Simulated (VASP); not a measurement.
Set up this calculation in VASP 6.6.1, as the native input.

```
Task                   : single point
Functional             : PBE
Potentials or basis    : VASP PAW PBE potentials, release 64 (Hg, Te)
Cutoff                 : 520 eV
k mesh                 : 7 × 7 × 7
Occupations            : gaussian, width 0.025 eV
Spin                   : no spin polarisation
Dipole correction      : no
Further INCAR settings : ALGO = Normal; EDIFF = 1e-06; NBANDS = 16
```

The structure of HgTe lies in POSCAR:

```
HgTe
1.0
    0.0000000000      3.1800000000      3.1800000000
    3.1800000000      0.0000000000      3.1800000000
    3.1800000000      3.1800000000      0.0000000000
Hg Te
1 1
Direct
    0.0000000000      0.0000000000      0.0000000000
    0.5000000000      0.5000000000      0.5000000000
```

The input as run:

INCAR

```
PREC     = Accurate       # precision mode
ENCUT    = 520            # plane-wave cutoff, eV
EDIFF    = 1E-6           # SCF threshold, eV
ISMEAR   = 0              # smearing method
SIGMA    = 0.025          # smearing width, eV
LREAL    = False          # projectors in reciprocal space
LASPH    = True           # aspherical terms in the spheres
NELM     = 60             # most SCF steps
ALGO     = Normal         # electronic algorithm
ISIF     = 2              # what is computed and relaxed
LWAVE    = False          # write WAVECAR
LCHARG   = False          # write CHGCAR
GGA      = PE             # functional
NBANDS   = 16             # bands
```

KPOINTS

```
regular mesh
0
Gamma
  7 7 7
```

Potentials or basis: VASP PAW PBE potentials, release 64 (Hg, Te).

Run with:

```bash
$ cat potpaw_PBE.64/Hg/POTCAR potpaw_PBE.64/Te/POTCAR > POTCAR
$ mpirun -np 1 vasp_std > vasp.out
```

It gave:

The pressure is -3.7 GPa and the band gap on the k mesh is zero (band 9 reaches 3.25 eV, above the bottom of band 10 at 1.34 eV).

Caveat: spin-orbit coupling is left out, which moves the levels of the heavy elements.

Run time: 25 s on 1 thread of AMD EPYC 9R45 (Zen 5), on a shared host, peak memory 0.18 GiB.
